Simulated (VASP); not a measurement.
# InGa2N3 (P6/mmm) in VASP: notebook

The runs below take InGa2N3 through single point, with PBE.

All numbers are computed with VASP 6.6.1; they aren't measurements. Logs are shortened: lines on timing, memory, paths and dates and some standing lists are left out, and cuts for length are marked.

### 1 The cell of the first run

Symmetry: P6/mmm, No. 191, hexagonal system. The conventional cell has a = 4.906 Å, b = 4.906 Å, c = 5.136 Å, α = 90.00°, β = 90.00°, γ = 120.00°. In (site symmetry 6/mmm) has 12 N at 3.55 Å and 12 Ga at 3.82 Å within 4.7 Å. Ga (site symmetry -6m2) has 3 N at 1.42 Å within 1.9 Å. N (site symmetry mmm) has 2 Ga at 1.42 Å within 1.9 Å.

The cell was built from a structure type or drawn by symmetry, and may not be a known phase.

### 2 Single point, PBE, collinear spin, ferromagnetic start

INCAR reads:

```
  PREC = Accurate
  ENCUT = 520
  EDIFF = 1E-6
  ISMEAR = 0
  SIGMA = 0.1
  LREAL = False
  LASPH = True
  NELM = 150
  ALGO = Normal
  ISIF = 2
  LWAVE = False
  LCHARG = False
  ISPIN = 2
  MAGMOM = 0 0 0 1 1 1
  LORBIT = 11
  GGA = PE
  NBANDS = 40
```

KPOINTS reads:

```
regular mesh
0
Gamma
  6 6 4
```

POSCAR reads:

```
InGa2N3
1.0
    4.9060318900      0.0000000000      0.0000000000
   -2.4530159500      4.2487482500      0.0000000000
    0.0000000000      0.0000000000      5.1362807500
In Ga N
1 2 3
Direct
    0.0000000000      0.0000000000      0.0000000000
    0.3333333300      0.6666666700      0.5000000000
    0.6666666700      0.3333333300      0.5000000000
    0.5000000000      0.0000000000      0.5000000000
    0.0000000000      0.5000000000      0.5000000000
    0.5000000000      0.5000000000      0.5000000000
```

Potentials or basis: VASP PAW PBE potentials, release 64 (In_d, Ga_d, N).

On the command line:

```
cat potpaw_PBE.64/In_d/POTCAR potpaw_PBE.64/Ga_d/POTCAR potpaw_PBE.64/N/POTCAR > POTCAR
mpirun -np 1 vasp_std > vasp.out
```

OUTCAR:

```text
PREC = Accurate
   ENCUT = 520
   EDIFF = 1E-6
   ISMEAR = 0
   LREAL = False
   LASPH = True
   NELM = 150
   ISIF = 2
   ISPIN = 2
   LORBIT = 11
   GGA = PE

 ion  position               nearest neighbor table
   1  0.000  0.000  0.000-
   2  0.333  0.667  0.500-   5 1.42   4 1.42   6 1.42   3 2.83   3 2.83   3 2.83
   3  0.667  0.333  0.500-   5 1.42   4 1.42   6 1.42   2 2.83   2 2.83   2 2.83
   4  0.500  0.000  0.500-   2 1.42   3 1.42
   5  0.000  0.500  0.500-   2 1.42   3 1.42
   6  0.500  0.500  0.500-   2 1.42   3 1.42

  LATTYP: Found a hexagonal cell.
 ALAT       =     4.9060318900
 C/A-ratio  =     1.0469317903

  Lattice vectors:

 A1 = (   4.9060318900,   0.0000000000,   0.0000000000)
 A2 = (  -2.4530159500,   4.2487482500,   0.0000000000)
 A3 = (   0.0000000000,   0.0000000000,   5.1362807500)

Analysis of symmetry for initial positions (statically):
=====================================================================
 Subroutine PRICEL returns:
 Original cell was already a primitive cell.

 Routine SETGRP: Setting up the symmetry group for a
 hexagonal supercell.

 Subroutine GETGRP returns: Found 24 space group operations
 (whereof 24 operations were pure point group operations)
 out of a pool of 24 trial point group operations.

The static configuration has the point symmetry D_6h.

Analysis of symmetry for dynamics (positions and initial velocities):
=====================================================================
 Subroutine PRICEL returns:
 Original cell was already a primitive cell.

 Routine SETGRP: Setting up the symmetry group for a
 hexagonal supercell.

 Subroutine GETGRP returns: Found 24 space group operations
 (whereof 24 operations were pure point group operations)
 out of a pool of 24 trial point group operations.

The dynamic configuration has the point symmetry D_6h.

Analysis of structural, dynamic, and magnetic symmetry:
=====================================================================
 Subroutine PRICEL returns:
 Original cell was already a primitive cell.

 Routine SETGRP: Setting up the symmetry group for a
 hexagonal supercell.

 Subroutine GETGRP returns: Found 24 space group operations
 (whereof 24 operations were pure point group operations)
 out of a pool of 24 trial point group operations.

The overall configuration has the point symmetry D_6h.

 Subroutine INISYM returns: Found 24 space group operations
 (whereof 24 operations are pure point group operations),
 and found     1 'primitive' translations

----------------------------------------------------------------------------------------

                                     Primitive cell

  volume of cell :     107.0632

  direct lattice vectors                    reciprocal lattice vectors
     4.906031890  0.000000000  0.000000000     0.203830717  0.117681720  0.000000000
    -2.453015950  4.248748250  0.000000000     0.000000000  0.235363439  0.000000000
     0.000000000  0.000000000  5.136280750     0.000000000  0.000000000  0.194693407

  length of vectors
     4.906031890  4.906031894  5.136280750     0.235363439  0.235363439  0.194693407

  position of ions in fractional coordinates (direct lattice)
     0.000000000  0.000000000  0.000000000
     0.333333330  0.666666670  0.500000000
     0.666666670  0.333333330  0.500000000
     0.500000000  0.000000000  0.500000000
     0.000000000  0.500000000  0.500000000
     0.500000000  0.500000000  0.500000000

  ion indices of the primitive-cell ions
   primitive index   ion index
                 1           1
                 2           2
                 3           3
                 4           4
                 5           5
                 6           6

----------------------------------------------------------------------------------------

 KPOINTS: regular mesh

Automatic generation of k-mesh.
 Grid dimensions read from file:
 generate k-points for:    6    6    4

 Generating k-lattice:

  Cartesian coordinates                     Fractional coordinates (reciprocal lattice)
     0.033971786  0.019613620  0.000000000     0.166666667  0.000000000  0.000000000
     0.000000000  0.039227240  0.000000000     0.000000000  0.166666667  0.000000000
     0.000000000  0.000000000  0.048673352     0.000000000  0.000000000  0.250000000

  Length of vectors
     0.039227240  0.039227240  0.048673352

  Shift w.r.t. Gamma in fractional coordinates (k-lattice)
     0.000000000  0.000000000  0.000000000

 Subroutine IBZKPT returns following result:
 ===========================================

 Found     21 irreducible k-points:

 Following reciprocal coordinates:
            Coordinates               Weight
  0.000000  0.000000  0.000000      1.000000
  0.166667  0.000000  0.000000      6.000000
  0.333333  0.000000  0.000000      6.000000
  0.500000  0.000000  0.000000      3.000000
  0.166667  0.166667  0.000000      6.000000
  0.333333  0.166667  0.000000     12.000000
[... 13 lines left out ...]
  0.333333  0.166667  0.500000     12.000000
  0.333333  0.333333  0.500000      2.000000
   k-points           NKPTS =     21   k-points in BZ     NKDIM =     21   number of bands    NBANDS=     40
   number of dos      NEDOS =    301   number of ions     NIONS =      6
   total plane-waves  NPLWV =  51840
   dimension x,y,z NGX =    36 NGY =   36 NGZ =   40
   dimension x,y,z NGXF=    72 NGYF=   72 NGZF=   80
   ions per type =               1   2   3
   NGX,Y,Z   is equivalent  to a cutoff of  12.20, 12.20, 12.95 a.u.
   NGXF,Y,Z  is equivalent  to a cutoff of  24.40, 24.40, 25.89 a.u.
 SYSTEM =  unknown system
   PREC   = accura    normal or accurate (medium, high low for compatibility)
   ISTART =      0    job   : 0-new  1-cont  2-samecut
   ICHARG =      2    charge: 1-file 2-atom 10-const
   ISPIN  =      2    spin polarized calculation?
   LNONCOLLINEAR =      F non collinear calculations
   LSORBIT =      F    spin-orbit coupling
   LASPH  =      T    aspherical Exc in radial PAW
   ENCUT  =  520.0 eV  38.22 Ry    6.18 a.u.   9.12  9.12  9.55*2*pi/ulx,y,z
   NELM   =    150;   NELMIN=  2; NELMDL= -5     # of ELM steps
   EDIFF  = 0.1E-05   stopping-criterion for ELM
   LREAL  =      F    real-space projection
   EDIFFG = 0.1E-04   stopping-criterion for IOM
   NSW    =      0    number of steps for IOM
   IBRION =     -1    ionic relax: 0-MD 1-quasi-New 2-CG
   NFREE  =      0    steps in history (QN), initial steepest desc. (CG)
   ISIF   =      2    stress and relaxation
   ISYM   =      2    0-nonsym 1-usesym 2-fastsym
   POTIM  = 0.5000    time-step for ionic-motion
   TEBEG  =    0.0;   TEEND  =   0.0 temperature during run
   PSTRESS=    0.0 pullay stress
   NELECT =      54.0000    total number of electrons
   NUPDOWN=      -1.0000    fix difference up-down
   EMIN   =  10.00;   EMAX   =-10.00  energy-range for DOS
   EFERMI =   0.00;   METHOD = LEGACY
   ISMEAR =     0;   SIGMA  =   0.10  broadening in eV -4-tet -1-fermi 0-gaus
   EFERMI_NEDOS =   21; number of points for ismear=-14 and -15
   IALGO  =     38    algorithm
   IMIX   =      4    mixing-type and parameters
     AMIX     =   0.40;   BMIX     =  1.00
     AMIX_MAG =   1.60;   BMIX_MAG =  1.00
  volume/ion in A,a.u.               =      17.84       120.42
  Fermi-wavevector in a.u.,A,eV,Ry     =   1.303145  2.462587 23.105232  1.698187
  Thomas-Fermi vector in A             =   2.434166
   LORBIT       =     11    0 simple, 1 ext, 2 COOP (PROOUT), +10 PAW based schemes
   GGA     = PE    functional components
   LHFCALC =     F    Hartree Fock is set to
   AEXX    =    0.0000 exact exchange contribution
   IVDW    =     0    specifies the selected vdW correction
   LEPSILON=     F    determine dielectric tensor
   LRPA    =     F    only Hartree local field effects (RPA)
 spin polarized calculation
 Gauss-broadening in eV      SIGMA  =   0.10
  energy-cutoff  :      520.00
  volume of cell :      107.06
 maximum number of plane-waves:      2898
   NGX = 19   NGY = 19   NGZ = 19

 number of electron      54.0000011 magnetization       0.1289770

 number of electron      54.0000007 magnetization      -0.3204075

 Free energy of the ion-electron system (eV)
  ---------------------------------------------------
  ext. energy  EPLUGINS =         0.00000000
  ---------------------------------------------------
  free energy    TOTEN  =        -5.08036537 eV

  energy without entropy =       -5.06831028  energy(sigma->0) =       -5.07433782

 E-fermi :   3.9996     XC(G=0):  -8.9890

 val. band max:        3.9512952470   @ k =   0.3333   0.1667   0.5000
 cond. band min:       4.0617456898   @ k =   0.1667   0.1667   0.2500
 fundamental gap:      0.1104504429
 Fermi energy:         3.9995598621

 spin component 1

 k-point     1 :       0.0000    0.0000    0.0000
  band No.  band energies     occupation
      1     -15.6743      1.00000
      2     -14.6248      1.00000
      3     -14.6248      1.00000
      4     -13.0830      1.00000
      5     -13.0830      1.00000
      6     -12.3719      1.00000
[... 31 lines left out ...]
     38      13.0032      0.00000
     39      13.0032      0.00000

 k-point     2 :       0.1667    0.0000    0.0000
  band No.  band energies     occupation
      1     -15.6062      1.00000
      2     -14.6872      1.00000
      3     -14.6416      1.00000
      4     -13.0290      1.00000
      5     -13.0249      1.00000
      6     -12.4058      1.00000
[... 787 lines left out ...]
     38      14.9967      0.00000
     39      15.5446      0.00000

 k-point    21 :       0.3333    0.3333    0.5000
  band No.  band energies     occupation
      1     -15.1193      1.00000
      2     -15.1193      1.00000
      3     -14.7210      1.00000
      4     -12.7588      1.00000
      5     -12.7074      1.00000
      6     -12.7074      1.00000
[... 31 lines left out ...]
     38      15.5657      0.00000
     39      15.8364      0.00000
 Fermi energy:         3.9995598621

 spin component 2

 k-point     1 :       0.0000    0.0000    0.0000
  band No.  band energies     occupation
      1     -15.7772      1.00000
      2     -14.7129      1.00000
      3     -14.7129      1.00000
      4     -13.1352      1.00000
      5     -13.1352      1.00000
      6     -12.4058      1.00000
[... 31 lines left out ...]
     38      13.0023      0.00000
     39      13.0023      0.00000

 k-point     2 :       0.1667    0.0000    0.0000
  band No.  band energies     occupation
      1     -15.7085      1.00000
      2     -14.7763      1.00000
      3     -14.7294      1.00000
      4     -13.0805      1.00000
      5     -13.0764      1.00000
      6     -12.4410      1.00000
[... 787 lines left out ...]
     38      15.0072      0.00000
     39      15.5104      0.00000

 k-point    21 :       0.3333    0.3333    0.5000
  band No.  band energies     occupation
      1     -15.2160      1.00000
      2     -15.2160      1.00000
      3     -14.8080      1.00000
      4     -12.8059      1.00000
      5     -12.7522      1.00000
      6     -12.7522      1.00000
[... 31 lines left out ...]
     38      15.5536      0.00000
     39      15.8093      0.00000
 [bands above 39 left out]

------------------------ aborting loop because EDIFF is reached ----------------------------------------

  FORCE on cell =-STRESS in cart. coord.  units (eV):
  Direction    XX          YY          ZZ          XY          YZ          ZX
  --------------------------------------------------------------------------------------
  -------------------------------------------------------------------------------------
  Total      111.6570028    111.6570029     -2.2813134     -0.0000001     -0.0000000      0.0000000
  in kB     1670.9229670   1670.9229681    -34.1393633     -0.0000020     -0.0000000      0.0000000
  external PRESSURE =    1102.5688573 kB  Pullay stress =       0.0000000 kB

 VOLUME and BASIS-vectors are now :
 -----------------------------------------------------------------------------
  energy-cutoff  :      520.00
  volume of cell :      107.06
      direct lattice vectors                 reciprocal lattice vectors
     4.906031890  0.000000000  0.000000000     0.203830717  0.117681720  0.000000000
    -2.453015950  4.248748250  0.000000000     0.000000000  0.235363439  0.000000000
     0.000000000  0.000000000  5.136280750     0.000000000  0.000000000  0.194693407

 POSITION                                       TOTAL-FORCE (eV/Angst)
 -----------------------------------------------------------------------------------
      0.00000      0.00000      0.00000        -0.000000      0.000000      0.000000
     -0.00000      2.83250      2.56814        -0.000000     -0.000000     -0.000000
      2.45302      1.41625      2.56814         0.000000      0.000000      0.000000
      2.45302      0.00000      2.56814        -0.000000      0.000000      0.000000
     -1.22651      2.12437      2.56814        -0.000000      0.000000      0.000000
      1.22651      2.12437      2.56814        -0.000000      0.000000      0.000000
 -----------------------------------------------------------------------------------
    total drift:                                0.000000      0.000000      0.000000

  FREE ENERGIE OF THE ION-ELECTRON SYSTEM (eV)
  ---------------------------------------------------
  free  energy   TOTEN  =        -5.0803653658 eV

  energy  without entropy=       -5.0683102825  energy(sigma->0) =       -5.07433782

 total charge

# of ion       s       p       d       tot
------------------------------------------
    1        1.191   0.127   9.842  11.160
    2        1.279   2.419  10.939  14.637
    3        1.279   2.419  10.939  14.637
    4        1.367   2.836   0.000   4.202
    5        1.367   2.836   0.000   4.202
    6        1.367   2.836   0.000   4.202
--------------------------------------------------
tot          7.849  13.472  31.720  53.041

 magnetization (x)

# of ion       s       p       d       tot
------------------------------------------
    1       -0.001   0.005  -0.000   0.004
    2       -0.001  -0.011  -0.043  -0.056
    3       -0.001  -0.011  -0.043  -0.056
    4       -0.003  -0.078   0.000  -0.081
    5       -0.003  -0.078   0.000  -0.081
    6       -0.003  -0.078   0.000  -0.081
--------------------------------------------------
tot         -0.013  -0.251  -0.087  -0.351
```

Run time: 1.9 min. Hardware: 1 thread of Intel Xeon Platinum 8488C (Sapphire Rapids), shared host; peak memory 0.34 GiB.

Results:

```
Free energy                                           : -5.0804 eV
Pressure                                              : 110.3 GPa
Net moment                                            : -0.32 μB per cell
Site moments                                          : In +0.00; Ga -0.06; N -0.08 μB
Valence electrons inside the program's atomic spheres : In 11.16; Ga 14.64; N 4.20
```

Caveat: the cell stands under pressure; spin-orbit coupling is left out, which moves the levels of the heavy elements.

[end of part 1 of 2]
